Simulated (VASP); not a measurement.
# In (P6_3/mmc) in VASP: notebook

The runs below take In through single point, relaxation of cell and atoms, with RPBE.

All numbers are computed with VASP 6.6.1; they aren't measurements. Logs are shortened: lines on timing, memory, paths and dates and some standing lists are left out, and cuts for length are marked.

### Step 1. The cell of the first run

The structure is hexagonal, space group P6_3/mmc (No. 194). Conventional cell: a = 3.503 Å, b = 3.503 Å, c = 5.685 Å, α = 90.00°, β = 90.00°, γ = 120.00°. In (site symmetry -6m2) has 12 In at 3.49 to 3.50 Å within 4.6 Å.

### Step 2. Single point, RPBE (volume scaled by 1.04)

Contents of INCAR:

```
SYSTEM = In
PREC = Accurate
ENCUT = 520
EDIFF = 1E-6
ISMEAR = -1
SIGMA = 0.1
LREAL = .False.
LASPH = .True.
NELM = 60
ALGO = Normal
ISIF = 2
LWAVE = .False.
LCHARG = .False.
GGA = RP
NBANDS = 20
```

Contents of KPOINTS:

```
Automatic mesh
0
Gamma
  12 12 7
  0 0 0
```

Contents of POSCAR:

```
In
1.0
    3.5028225335      0.0000000000      0.0000000000
   -1.7514112667      3.0335332990      0.0000000000
    0.0000000000      0.0000000000      5.6849778123
In
2
Direct
    0.3333333333      0.6666666667      0.2500000000
    0.6666666667      0.3333333333      0.7500000000
```

Potentials or basis: VASP PAW PBE potentials, release 64 (In_d).

On the command line:

```bash
cat potpaw_PBE.64/In_d/POTCAR > POTCAR
mpirun -np 1 vasp_std > vasp.out
```

OUTCAR:

```text
SYSTEM = In
   PREC = Accurate
   ENCUT = 520
   EDIFF = 1E-6
   ISMEAR = -1
   LREAL = .False.
   LASPH = .True.
   NELM = 60
   ISIF = 2
   GGA = RP

 ion  position               nearest neighbor table
   1  0.333  0.667  0.250-   2 3.49   2 3.49   2 3.49   2 3.49   2 3.49   2 3.49
   2  0.667  0.333  0.750-   1 3.49   1 3.49   1 3.49   1 3.49   1 3.49   1 3.49

  LATTYP: Found a hexagonal cell.
 ALAT       =     3.5028225335
 C/A-ratio  =     1.6229705496

  Lattice vectors:

 A1 = (   3.5028225335,   0.0000000000,   0.0000000000)
 A2 = (  -1.7514112667,   3.0335332990,   0.0000000000)
 A3 = (   0.0000000000,   0.0000000000,   5.6849778123)

Analysis of symmetry for initial positions (statically):
=====================================================================
 Subroutine PRICEL returns:
 Original cell was already a primitive cell.

 Routine SETGRP: Setting up the symmetry group for a
 hexagonal supercell.

 Subroutine GETGRP returns: Found 24 space group operations
 (whereof 12 operations were pure point group operations)
 out of a pool of 24 trial point group operations.

The static configuration has the point symmetry D_3d.
 The point group associated with its full space group is D_6h.

Analysis of symmetry for dynamics (positions and initial velocities):
=====================================================================
 Subroutine PRICEL returns:
 Original cell was already a primitive cell.

 Routine SETGRP: Setting up the symmetry group for a
 hexagonal supercell.

 Subroutine GETGRP returns: Found 24 space group operations
 (whereof 12 operations were pure point group operations)
 out of a pool of 24 trial point group operations.

The dynamic configuration has the point symmetry D_3d.
 The point group associated with its full space group is D_6h.

 Subroutine INISYM returns: Found 24 space group operations
 (whereof 12 operations are pure point group operations),
 and found     1 'primitive' translations

----------------------------------------------------------------------------------------

                                     Primitive cell

  volume of cell :      60.4082

  direct lattice vectors                    reciprocal lattice vectors
     3.502822533  0.000000000  0.000000000     0.285484060  0.164824299  0.000000000
    -1.751411267  3.033533299  0.000000000     0.000000000  0.329648598  0.000000000
     0.000000000  0.000000000  5.684977812     0.000000000  0.000000000  0.175902182

  length of vectors
[... 80 lines left out ...]
   ENCUT  =  520.0 eV  38.22 Ry    6.18 a.u.   6.51  6.51 10.57*2*pi/ulx,y,z
   NELM   =     60;   NELMIN=  2; NELMDL= -5     # of ELM steps
   EDIFF  = 0.1E-05   stopping-criterion for ELM
   LREAL  =      F    real-space projection
   EDIFFG = 0.1E-04   stopping-criterion for IOM
   NSW    =      0    number of steps for IOM
   IBRION =     -1    ionic relax: 0-MD 1-quasi-New 2-CG
   NFREE  =      0    steps in history (QN), initial steepest desc. (CG)
   ISIF   =      2    stress and relaxation
   ISYM   =      2    0-nonsym 1-usesym 2-fastsym
   POTIM  = 0.5000    time-step for ionic-motion
   TEBEG  =    0.0;   TEEND  =   0.0 temperature during run
   PSTRESS=    0.0 pullay stress
   NELECT =      26.0000    total number of electrons
   NUPDOWN=      -1.0000    fix difference up-down
   EMIN   =  10.00;   EMAX   =-10.00  energy-range for DOS
   EFERMI =   0.00;   METHOD = LEGACY
   ISMEAR =    -1;   SIGMA  =   0.10  broadening in eV -4-tet -1-fermi 0-gaus
   EFERMI_NEDOS =   21; number of points for ismear=-14 and -15
   IALGO  =     38    algorithm
   IMIX   =      4    mixing-type and parameters
     AMIX     =   0.40;   BMIX     =  1.00
     AMIX_MAG =   1.60;   BMIX_MAG =  1.00
  volume/ion in A,a.u.               =      30.20       203.83
  Fermi-wavevector in a.u.,A,eV,Ry     =   1.236044  2.335785 20.787058  1.527806
  Thomas-Fermi vector in A             =   2.370669
   LORBIT       =      0    0 simple, 1 ext, 2 COOP (PROOUT), +10 PAW based schemes
   GGA     = RP    functional components
   LHFCALC =     F    Hartree Fock is set to
   AEXX    =    0.0000 exact exchange contribution
   IVDW    =     0    specifies the selected vdW correction
   LEPSILON=     F    determine dielectric tensor
   LRPA    =     F    only Hartree local field effects (RPA)
 non-spin polarized calculation
  energy-cutoff  :      520.00
  volume of cell :       60.41
 maximum number of plane-waves:      1659
 NGX is ok and might be reduce to    28
   NGX = 13   NGY = 13   NGZ = 21

 number of electron      25.9999998 magnetization

 Free energy of the ion-electron system (eV)
  ---------------------------------------------------
  ext. energy  EPLUGINS =         0.00000000
  ---------------------------------------------------
  free energy    TOTEN  =        -4.39900481 eV

  energy without entropy =       -4.36652398  energy(sigma->0) =       -4.38276439

 E-fermi :   6.1662     XC(G=0):  -9.4885

 val. band max:        6.1168353315   @ k =   0.2500   0.2500   0.1429
 cond. band min:       6.1851673606   @ k =   0.0833   0.0000   0.2857
 fundamental gap:      0.0683320291
 Fermi energy:         6.1662485969

 k-point     1 :       0.0000    0.0000    0.0000
  band No.  band energies     occupation
      1      -8.4612      2.00000
      2      -8.4301      2.00000
      3      -8.4139      2.00000
      4      -8.4139      2.00000
      5      -8.3954      2.00000
      6      -8.3954      2.00000
[... 541 lines left out ...]
     19      13.7851      0.00000
     20      15.6537      0.00000

 [... further k-points ...]

------------------------ aborting loop because EDIFF is reached ----------------------------------------

  FORCE on cell =-STRESS in cart. coord.  units (eV):
  Direction    XX          YY          ZZ          XY          YZ          ZX
  --------------------------------------------------------------------------------------
  -------------------------------------------------------------------------------------
  Total       -0.3294646     -0.3294646     -0.5491774     -0.0000000      0.0000000      0.0000000
  in kB       -8.7382328     -8.7382328    -14.5655719     -0.0000000      0.0000000      0.0000000
  external PRESSURE =     -10.6806792 kB  Pullay stress =       0.0000000 kB

 VOLUME and BASIS-vectors are now :
 -----------------------------------------------------------------------------
  energy-cutoff  :      520.00
  volume of cell :       60.41
      direct lattice vectors                 reciprocal lattice vectors
     3.502822533  0.000000000  0.000000000     0.285484060  0.164824299  0.000000000
    -1.751411267  3.033533299  0.000000000     0.000000000  0.329648598  0.000000000
     0.000000000  0.000000000  5.684977812     0.000000000  0.000000000  0.175902182

 POSITION                                       TOTAL-FORCE (eV/Angst)
 -----------------------------------------------------------------------------------
     -0.00000      2.02236      1.42124        -0.000000     -0.000000      0.000000
      1.75141      1.01118      4.26373         0.000000      0.000000      0.000000
 -----------------------------------------------------------------------------------
    total drift:                                0.000000     -0.000000      0.000000

  FREE ENERGIE OF THE ION-ELECTRON SYSTEM (eV)
  ---------------------------------------------------
  free  energy   TOTEN  =        -4.3990048108 eV

  energy  without entropy=       -4.3665239754  energy(sigma->0) =       -4.38276439
```

OSZICAR:

```text
N       E                     dE             d eps       ncg     rms          rms(c)
DAV:   1     0.211694818420E+03    0.21169E+03   -0.12970E+04  3052   0.170E+03
DAV:   2     0.116724354388E+02   -0.20002E+03   -0.19675E+03  3068   0.374E+02
DAV:   3    -0.392625965552E+01   -0.15599E+02   -0.15502E+02  3552   0.118E+02
DAV:   4    -0.439272916422E+01   -0.46647E+00   -0.46624E+00  3620   0.229E+01
DAV:   5    -0.441882582785E+01   -0.26097E-01   -0.26096E-01  4448   0.459E+00    0.244E+00
DAV:   6    -0.440082802565E+01    0.17998E-01   -0.46307E-02  3976   0.315E+00    0.116E+00
DAV:   7    -0.439862761186E+01    0.22004E-02   -0.15282E-02  4128   0.168E+00    0.302E-01
DAV:   8    -0.439895528524E+01   -0.32767E-03   -0.13535E-03  3440   0.372E-01    0.547E-02
DAV:   9    -0.439899228532E+01   -0.37000E-04   -0.11678E-04  4832   0.120E-01    0.283E-02
DAV:  10    -0.439900413482E+01   -0.11850E-04   -0.23460E-05  3688   0.548E-02    0.317E-03
DAV:  11    -0.439900481082E+01   -0.67600E-06   -0.93745E-07  1980   0.145E-02
   1 F= -.43990048E+01 E0= -.43827644E+01  d E =-.324808E-01
```

Wall time 26 s (1 thread of Intel Xeon 6975P-C (Granite Rapids), shared host); peak memory 0.21 GiB.

Results:

| Item | Value |
| --- | --- |
| Free energy | -4.3990 eV |
| Pressure | -1.1 GPa |
| Band gap on the k mesh | zero (band 13 reaches 8.54 eV, above the bottom of band 14 at 4.25 eV) |

Caveat: the PAW data sets were made with another functional, which shifts forces and pressure a little; spin-orbit coupling is left out, which moves the levels of the heavy elements.

(Continued in part 2 of 3.)
